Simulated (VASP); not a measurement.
Runs of VASP 6.6.1 on BP. The structure is that of space group F-43m (No. 216), or close to it. The cells are those of the table. 

| cell | gap on the mesh (eV) | pressure (GPa) |
| --- | --- | --- |
| a = 2.952 Å, angles 60.0°, 2 atoms | 0.99 | 65.8 |
| a = 3.080 Å, angles 60.0°, 2 atoms | 1.28 | 25.1 |
| a = 3.466 Å, angles 60.0°, 2 atoms | 1.72 | (b) |
| a = 3.145, b = 3.145, c = 3.080 Å, angles 60.7, 60.7, 58.6°, 2 atoms | (a) | 15.2 |
| a = 3.274, b = 3.274, c = 3.209 Å, angles 60.7, 60.7, 58.7°, 2 atoms | 1.19 | (c) |

Alike in all rows: task single point; level r2SCAN; potentials or basis VASP PAW PBE potentials, release 64 (B, P); no spin polarisation; k mesh 10 × 10 × 10; cutoff (eV) 520; smearing gaussian 0.05 eV.

Fill in the values left out.

(a) 1.00; (b) -25.4; (c) -6.8.

Caveats: the PAW data sets were made with another functional, which shifts forces and pressure a little.

A k mesh can miss the band edges.
